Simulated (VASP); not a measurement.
**HfC (rocksalt type): single point with PBE**

HfC (rocksalt type):

```
Hf C
1.0
     0.00000    1.96146    1.96146
     1.96146    0.00000    1.96146
     1.96146    1.96146    0.00000
Hf C
1 1
Direct
  0.00000 0.00000 0.00000
  0.50000 0.50000 0.50000
```

This cell differs from its parent crystal: volume scaled by 0.6.

```
Program                : VASP 6.6.1
Task                   : single point
Functional             : PBE
Potentials or basis    : VASP PAW PBE potentials, release 64 (Hf_pv, C)
Cutoff                 : 520 eV
k mesh                 : 15 × 15 × 15
Occupations            : fermi-dirac, width 0.08 eV
Spin                   : no spin polarisation
Dipole correction      : no
Further INCAR settings : ALGO = Normal; EDIFF = 1e-06; NBANDS = 14
```

The pressure is 331.8 GPa. The band gap on the k mesh is zero (band 7 reaches 11.76 eV, above the bottom of band 8 at 10.23 eV).

Levels at points of the mesh, in eV from the Fermi level:
| k point | band 5 | band 6 | band 7 | band 8 | band 9 | band 10 |
| --- | --- | --- | --- | --- | --- | --- |
| (0.00, 0.00, 0.00) | 0.84 | 0.84 | 0.84 | 1.09 | 1.09 | 1.09 |

It took 52 s on 1 thread of AMD EPYC 7R13 (shared host), peak memory 0.13 GiB.

Caveat: spin-orbit coupling is left out, which moves the levels of the heavy elements.
